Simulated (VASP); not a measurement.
The system is HfN.

```
CELL_PARAMETERS angstrom
0.00000 2.27460 2.27460
2.27460 0.00000 2.27460
2.27460 2.27460 0.00000
ATOMIC_POSITIONS crystal
Hf 0.00000 0.00000 0.00000
N 0.50000 0.50000 0.50000
```

```yaml
Program: VASP 6.6.1
Task: relaxation of cell and atoms
Functional: r2SCAN
Potentials_or_basis: VASP PAW PBE potentials, release 64 (Hf_pv, N)
Cutoff: 600 eV
k_mesh: 8 × 8 × 8
Occupations: fermi-dirac, width 0.02 eV
Spin: no spin polarisation
```

At the start: pressure -6.6 GPa; volume 11.77 Å³/atom.

Problem. Where does the relaxation end?

Solution. Over 4 steps the energy falls by 5.8 meV/atom and the volume is 11.49 Å³/atom (-2.4 %); space group Fm-3m (No. 225, to 0.05 Å).

Step by step:
```tsv
step	energy change (eV)	largest force (eV/Å)	pressure (GPa)	volume (Å³)
1	0.0000	0.0000	-6.64	23.54
2	0.0368	0.0000	15.19	21.91
3	-0.0117	0.0000	-0.19	22.99
4	-0.0117	0.0000	-0.01	22.97
```

Final structure:
```yaml
crystal:
  lattice:
    - [0.00000, 2.25635, 2.25635]
    - [2.25635, 0.00000, 2.25635]
    - [2.25635, 2.25635, 0.00000]
  atoms:
    - { symbol: Hf, position: [0.00000, 0.00000, 0.00000] }
    - { symbol: N, position: [0.50000, 0.50000, 0.50000] }
```

Caveat: the PAW data sets were made with another functional, which shifts forces and pressure a little.
